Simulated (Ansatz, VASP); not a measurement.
## ZrO2: VASP beside Ansatz

```
Zr O
1.0
     0.00000    2.59561    2.59561
     2.59561    0.00000    2.59561
     2.59561    2.59561    0.00000
Zr O
1 2
Direct
  0.00000 0.00000 0.00000
  0.25000 0.25000 0.25000
  0.75000 0.75000 0.75000
```

Change from the starting cell: hydrostatic strain +2.0%.

Alike in both runs: task single point; functional HSE06; k mesh 6 × 6 × 6; no spin polarisation.

|  | VASP | Ansatz |
| --- | --- | --- |
| version | VASP 6.6.1 | Ansatz 0.2.0 |
| potentials or method | VASP PAW PBE potentials, release 64 (Zr_sv, O) | plane waves, PAW |
| plane-wave cutoff (eV) | 520 | 420 |
| occupations | gaussian, width 0.01 eV | fixed |
| valence electrons in the cell | 24 | 24 |

```csv
,VASP,Ansatz,Ansatz less VASP
gap on the k mesh at the Fermi level (eV),4.77,4.78,+0.012
pressure (GPa),-15.8,-16.1,-0.36
```

Ansatz's warnings: stress exchange threshold loose, stress scf threshold loose.
